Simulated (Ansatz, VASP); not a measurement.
## Two plane-wave programs on Ni2Pt

```xyz
6
Lattice="2.5792 0.0000 0.0000 -1.2896 2.2336 0.0000 0.0000 0.0000 12.5663" Properties=species:S:1:pos:R:3 pbc="T T T"
Ni    0.0000    1.4891   11.5191
Ni    0.0000    1.4891    7.3303
Ni    1.2896    0.7445    1.0472
Ni    1.2896    0.7445    5.2359
Pt    0.0000    1.4891    3.1416
Pt    1.2896    0.7445    9.4247
```

Alike in both runs: task single point; functional PBE; k mesh 6 × 6 × 2; occupations gaussian, width 0.1 eV; collinear spin.

|  | VASP | Ansatz |
| --- | --- | --- |
| version | VASP 6.6.1 | Ansatz 0.2.0 |
| potentials or method | VASP PAW PBE potentials, release 64 (Ni, Pt), cutoff 520 eV | scalar-relativistic, plane waves, PAW |
| valence electrons in the cell | 60 | 108 |

VASP gave:

- gap on the k mesh at the Fermi level (eV): none
- pressure (GPa): 18.6
- traceless stress, the component that is largest in VASP (GPa): -6.06
- rms of the force components (eV/Å): 0.633
- net moment per atom (μB): 0.16
- size of the moment on the site where the two differ most (μB): 0.05

**Question.** What did Ansatz give for the same quantities?

**Answer.** gap on the k mesh at the Fermi level (eV): none; pressure (GPa): 19.3; traceless stress, the component that is largest in VASP (GPa): -6.00; rms of the force components (eV/Å): 0.607; net moment per atom (μB): 0.61; size of the moment on the site where the two differ most (μB): 0.82.

The net moments are unlike, so the other rows may belong to different states. Site moments also hang on the region over which each program counts them. Atom by atom the forces differ by 0.031 eV/Å (rms over components). A gap of «none» marks a metal or a gap that the smearing closes. VASP's potentials hold 60 valence electrons a cell and Ansatz's 108, so a difference there can come from the potentials and not from the codes. Ansatz's warnings: seeded moment not kept.

The k mesh is coarse, so the values compare programs but aren't converged. Spin-orbit coupling is off throughout.
